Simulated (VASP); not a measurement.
# TaCuP2 (R-3m) in VASP: single point with PBE

Aim: the single point of TaCuP2 with PBE.

Program: VASP 6.6.1. These are calculated values, not measurements. Logs are shortened: lines on timing, memory, paths and dates and some standing lists are left out, and cuts for length are marked.

**1. The cell of the first run**

It takes space group R-3m (No. 166, trigonal). The conventional cell has a = 3.216 Å, b = 3.216 Å, c = 23.492 Å, α = 90.00°, β = 90.00°, γ = 120.00°. Within 3.3 Å of Ta (site symmetry -3m) lie 6 P at 2.52 Å and 6 Ta at 3.22 Å. Cu (site symmetry -3m) has 2 P at 2.21 Å within 2.9 Å. P (site symmetry 3m) has 1 Cu at 2.21 Å and 3 Ta at 2.52 Å within 2.9 Å.

**2. Single point, PBE**

Contents of INCAR:

```
PREC = Accurate
ENCUT = 520
EDIFF = 1E-7
ISMEAR = -1
SIGMA = 0.1
LREAL = False
LASPH = True
NELM = 60
ALGO = Normal
ISIF = 2
LWAVE = False
LCHARG = True
GGA = PE
LELF = True
LVHAR = True
NBANDS = 24
```

Contents of KPOINTS:

```
regular mesh
0
Gamma
  7 7 7
```

Contents of POSCAR:

```
TaCuP2
1.0
    3.2160663389      0.0000000000      0.0000000000
   -1.6080331694      2.7851951497     -0.0000009044
    0.0000000000     -1.8567942237      7.8308172861
Ta Cu P
1 1 2
Direct
    0.5000000000      0.0000000000      0.5000000000
    0.0000000000      0.0000000000      0.0000000000
    0.0941754733      0.1883509466      0.2825264199
    0.9058245267      0.8116490534      0.7174735801
```

Potentials or basis: VASP PAW PBE potentials, release 64 (Ta_pv, Cu, P).

The run is started by

```console
$ cat potpaw_PBE.64/Ta_pv/POTCAR potpaw_PBE.64/Cu/POTCAR potpaw_PBE.64/P/POTCAR > POTCAR
$ mpirun -np 1 vasp_std > vasp.out
```

OUTCAR:

```text
PREC = Accurate
   ENCUT = 520
   EDIFF = 1E-7
   ISMEAR = -1
   LREAL = False
   LASPH = True
   NELM = 60
   ISIF = 2
   GGA = PE

 ion  position               nearest neighbor table
   1  0.500  0.000  0.500-   3 2.52   4 2.52   4 2.52   3 2.52   3 2.52   4 2.52
   2  0.000  0.000  0.000-   3 2.21   4 2.21
   3  0.094  0.188  0.283-   2 2.21   1 2.52   1 2.52   1 2.52
   4  0.906  0.812  0.717-   2 2.21   1 2.52   1 2.52   1 2.52

  LATTYP: Found a trigonal (rhomboedric) cell.
 ALAT       =     8.0479428525
 COS(alpha) =     0.9201545388

  Lattice vectors:

 A1 = (  -0.0000000000,  -1.8567942237,   7.8308172861)
 A2 = (   1.6080331695,   0.9284009260,   7.8308163817)
 A3 = (  -1.6080331694,   0.9284009260,   7.8308163817)

Analysis of symmetry for initial positions (statically):
=====================================================================
 Subroutine PRICEL returns:
 Original cell was already a primitive cell.

 Routine SETGRP: Setting up the symmetry group for a
 trigonal (rhombohedral) supercell.

 Subroutine GETGRP returns: Found 12 space group operations
 (whereof 12 operations were pure point group operations)
 out of a pool of 12 trial point group operations.

The static configuration has the point symmetry D_3d.

Analysis of symmetry for dynamics (positions and initial velocities):
=====================================================================
 Subroutine PRICEL returns:
 Original cell was already a primitive cell.

 Routine SETGRP: Setting up the symmetry group for a
 trigonal (rhombohedral) supercell.

 Subroutine GETGRP returns: Found 12 space group operations
 (whereof 12 operations were pure point group operations)
 out of a pool of 12 trial point group operations.

The dynamic configuration has the point symmetry D_3d.

 Subroutine INISYM returns: Found 12 space group operations
 (whereof 12 operations are pure point group operations),
 and found     1 'primitive' translations

----------------------------------------------------------------------------------------

                                     Primitive cell

  volume of cell :      70.1435

  direct lattice vectors                    reciprocal lattice vectors
     3.216066339  0.000000000  0.000000000     0.310938860  0.179520648  0.042566809
    -1.608033169  2.785195150 -0.000000904     0.000000000  0.359041296  0.085133618
     0.000000000 -1.856794224  7.830817286     0.000000000  0.000000041  0.127700601

  length of vectors
     3.216066339  3.216066339  8.047942853     0.361555764  0.368996457  0.127700601

  position of ions in fractional coordinates (direct lattice)
     0.500000000  0.000000000  0.500000000
     0.000000000  0.000000000  0.000000000
     0.094175473  0.188350947  0.282526420
     0.905824527  0.811649053  0.717473580

  ion indices of the primitive-cell ions
   primitive index   ion index
                 1           1
                 2           2
                 3           3
                 4           4

----------------------------------------------------------------------------------------

 KPOINTS: regular mesh

Automatic generation of k-mesh.
 Grid dimensions read from file:
 generate k-points for:    7    7    7

 Generating k-lattice:

  Cartesian coordinates                     Fractional coordinates (reciprocal lattice)
     0.044419837  0.025645807  0.006080973     0.142857143  0.000000000  0.000000000
     0.000000000  0.051291614  0.012161945     0.000000000  0.142857143 -0.000000000
     0.000000000  0.000000006  0.018242943     0.000000000 -0.000000000  0.142857143

  Length of vectors
     0.051650823  0.052713780  0.018242943

  Shift w.r.t. Gamma in fractional coordinates (k-lattice)
     0.000000000  0.000000000  0.000000000

 Subroutine IBZKPT returns following result:
 ===========================================

 Found     44 irreducible k-points:

 Following reciprocal coordinates:
            Coordinates               Weight
  0.000000  0.000000  0.000000      1.000000
  0.142857  0.000000  0.000000      6.000000
  0.285714  0.000000  0.000000      6.000000
  0.428571  0.000000 -0.000000      6.000000
  0.000000  0.142857  0.000000      6.000000
  0.142857  0.142857  0.000000     12.000000
[... 16 lines left out ...]
  0.000000  0.142857  0.142857      6.000000
  0.142857  0.142857  0.142857     12.000000
 [... further k-points ...]
   k-points           NKPTS =     44   k-points in BZ     NKDIM =     44   number of bands    NBANDS=     24
   number of dos      NEDOS =    301   number of ions     NIONS =      4
   total plane-waves  NPLWV =  34560
   dimension x,y,z NGX =    24 NGY =   24 NGZ =   60
   dimension x,y,z NGXF=    48 NGYF=   48 NGZF=  120
   ions per type =               1   1   2
   NGX,Y,Z   is equivalent  to a cutoff of  12.41, 12.41, 12.39 a.u.
   NGXF,Y,Z  is equivalent  to a cutoff of  24.81, 24.81, 24.79 a.u.
 SYSTEM =  unknown system
   PREC   = accura    normal or accurate (medium, high low for compatibility)
   ISTART =      0    job   : 0-new  1-cont  2-samecut
   ICHARG =      2    charge: 1-file 2-atom 10-const
   ISPIN  =      1    spin polarized calculation?
   LNONCOLLINEAR =      F non collinear calculations
   LSORBIT =      F    spin-orbit coupling
   LASPH  =      T    aspherical Exc in radial PAW
   ENCUT  =  520.0 eV  38.22 Ry    6.18 a.u.   5.98  5.98 14.96*2*pi/ulx,y,z
   NELM   =     60;   NELMIN=  2; NELMDL= -5     # of ELM steps
   EDIFF  = 0.1E-06   stopping-criterion for ELM
   LREAL  =      F    real-space projection
   EDIFFG = 0.1E-05   stopping-criterion for IOM
   NSW    =      0    number of steps for IOM
   IBRION =     -1    ionic relax: 0-MD 1-quasi-New 2-CG
   NFREE  =      0    steps in history (QN), initial steepest desc. (CG)
   ISIF   =      2    stress and relaxation
   ISYM   =      2    0-nonsym 1-usesym 2-fastsym
   POTIM  = 0.5000    time-step for ionic-motion
   TEBEG  =    0.0;   TEEND  =   0.0 temperature during run
   PSTRESS=    0.0 pullay stress
   NELECT =      32.0000    total number of electrons
   NUPDOWN=      -1.0000    fix difference up-down
   EMIN   =  10.00;   EMAX   =-10.00  energy-range for DOS
   EFERMI =   0.00;   METHOD = LEGACY
   ISMEAR =    -1;   SIGMA  =   0.10  broadening in eV -4-tet -1-fermi 0-gaus
   EFERMI_NEDOS =   21; number of points for ismear=-14 and -15
   IALGO  =     38    algorithm
   IMIX   =      4    mixing-type and parameters
     AMIX     =   0.40;   BMIX     =  1.00
     AMIX_MAG =   1.60;   BMIX_MAG =  1.00
  volume/ion in A,a.u.               =      17.54       118.34
  Fermi-wavevector in a.u.,A,eV,Ry     =   1.260266  2.381558 21.609735  1.588271
  Thomas-Fermi vector in A             =   2.393784
   LORBIT       =      0    0 simple, 1 ext, 2 COOP (PROOUT), +10 PAW based schemes
   GGA     = PE    functional components
   LHFCALC =     F    Hartree Fock is set to
   AEXX    =    0.0000 exact exchange contribution
   IVDW    =     0    specifies the selected vdW correction
   LEPSILON=     F    determine dielectric tensor
   LRPA    =     F    only Hartree local field effects (RPA)
 non-spin polarized calculation
  energy-cutoff  :      520.00
  volume of cell :       70.14
 maximum number of plane-waves:      1910
   NGX = 11   NGY = 11   NGZ = 29

 number of electron      32.0000007 magnetization

 Free energy of the ion-electron system (eV)
  ---------------------------------------------------
  ext. energy  EPLUGINS =         0.00000000
  ---------------------------------------------------
  free energy    TOTEN  =       -27.24423842 eV

  energy without entropy =      -27.21027744  energy(sigma->0) =      -27.22725793

 E-fermi :   5.8560     XC(G=0): -10.9129

 val. band max:        5.7751124091   @ k =   0.1429  -0.0000   0.2857
 cond. band min:       5.9081693379   @ k =   0.0000   0.1429   0.1429
 fundamental gap:      0.1330569288
 Fermi energy:         5.8560122000

 k-point     1 :       0.0000    0.0000    0.0000
  band No.  band energies     occupation
      1     -28.3724      2.00000
      2     -28.3303      2.00000
      3     -28.3303      2.00000
      4      -6.9117      2.00000
      5      -5.2980      2.00000
      6      -1.2704      2.00000
[... 16 lines left out ...]
     23      12.3343      0.00000
     24      15.1461      0.00000

 k-point     2 :       0.1429    0.0000    0.0000
  band No.  band energies     occupation
      1     -28.4114      2.00000
      2     -28.3578      2.00000
      3     -28.3490      2.00000
      4      -6.5260      2.00000
      5      -5.1247      2.00000
      6      -0.8468      2.00000
[... 16 lines left out ...]
     23      13.5993      0.00000
     24      14.1302      0.00000

 k-point     3 :       0.2857    0.0000    0.0000
  band No.  band energies     occupation
      1     -28.5894      2.00000
      2     -28.3909      2.00000
      3     -28.3248      2.00000
      4      -5.4954      2.00000
      5      -4.6736      2.00000
      6       0.1854      2.00000
[... 16 lines left out ...]
     23      11.5324      0.00000
     24      13.1819      0.00000

 k-point     4 :       0.4286    0.0000   -0.0000
  band No.  band energies     occupation
      1     -28.7280      2.00000
      2     -28.4242      2.00000
      3     -28.2982      2.00000
      4      -4.4765      2.00000
      5      -4.0126      2.00000
      6       0.0805      2.00000
[... 16 lines left out ...]
     23      11.8465      0.00000
     24      12.4932      0.00000

 k-point     5 :       0.0000    0.1429    0.0000
  band No.  band energies     occupation
      1     -28.4114      2.00000
      2     -28.3578      2.00000
      3     -28.3491      2.00000
      4      -6.5189      2.00000
      5      -5.1411      2.00000
      6      -0.8093      2.00000
[... 451 lines left out ...]
 k-point    22 :      -0.2857   -0.0000    0.1429
  band No.  band energies     occupation
      1     -28.5894      2.00000
      2     -28.3909      2.00000
      3     -28.3248      2.00000
      4      -5.5225      2.00000
      5      -4.6286      2.00000
      6       0.0569      2.00000
[... 16 lines left out ...]
     23      11.7922      0.00000
     24      13.3560      0.00000

 k-point    23 :       0.0000    0.1429    0.1429
  band No.  band energies     occupation
      1     -28.4115      2.00000
      2     -28.3578      2.00000
      3     -28.3491      2.00000
      4      -6.4671      2.00000
      5      -5.2527      2.00000
      6      -0.5151      2.00000
[... 16 lines left out ...]
     23      13.3975      0.00000
     24      14.5928      0.00000

 k-point    24 :       0.1429    0.1429    0.1429
  band No.  band energies     occupation
      1     -28.5292      2.00000
      2     -28.3912      2.00000
      3     -28.3339      2.00000
      4      -5.7320      2.00000
      5      -4.9459      2.00000
      6       0.2709      2.00000
[... 16 lines left out ...]
     23      13.1876      0.00000
     24      14.5257      0.00000

 [... further k-points ...]
[... 5 lines left out ...]
  --------------------------------------------------------------------------------------
  -------------------------------------------------------------------------------------
  Total        0.0517391      0.0517391      0.1366959      0.0000000      0.0000000      0.0000000
  in kB        1.1817934      1.1817934      3.1223273      0.0000000      0.0000006      0.0000000
  external PRESSURE =       1.8286380 kB  Pullay stress =       0.0000000 kB

 VOLUME and BASIS-vectors are now :
 -----------------------------------------------------------------------------
  energy-cutoff  :      520.00
  volume of cell :       70.14
      direct lattice vectors                 reciprocal lattice vectors
     3.216066339  0.000000000  0.000000000     0.310938860  0.179520648  0.042566809
    -1.608033169  2.785195150 -0.000000904     0.000000000  0.359041296  0.085133618
     0.000000000 -1.856794224  7.830817286     0.000000000  0.000000041  0.127700601

 POSITION                                       TOTAL-FORCE (eV/Angst)
 -----------------------------------------------------------------------------------
      1.60803     -0.92840      3.91541        -0.000000      0.000000     -0.000000
      0.00000      0.00000      0.00000         0.000000      0.000000     -0.000000
      0.00000      0.00000      2.21241         0.000000      0.000000      0.016199
      1.60803      0.92840      5.61840        -0.000000     -0.000000     -0.016199
 -----------------------------------------------------------------------------------
    total drift:                                0.000000     -0.000000     -0.000000

  FREE ENERGIE OF THE ION-ELECTRON SYSTEM (eV)
  ---------------------------------------------------
  free  energy   TOTEN  =       -27.2442384198 eV

  energy  without entropy=      -27.2102774393  energy(sigma->0) =      -27.22725793
```

Wall time 93 s (1 thread of AMD EPYC 7R43 (Zen 3), shared host); peak memory 0.19 GiB.

Results:

```
Free energy            : -27.2442 eV
Pressure               : 0.2 GPa
Largest force          : 0.016 eV/Å
Band gap on the k mesh : zero (band 16 reaches 7.08 eV, above the bottom of band 17 at 5.42 eV)
```

Forces on the atoms (eV/Å):
```
Ta   0.000  0.000  0.000
Cu   0.000  0.000  0.000
P    0.000  0.000  0.016
P    0.000  0.000 -0.016
```

Stress tensor (GPa, compression positive):
```
0.12 0.00 0.00
0.00 0.12 0.00
0.00 0.00 0.31
```

Caveat: spin-orbit coupling is left out, which moves the levels of the heavy elements.
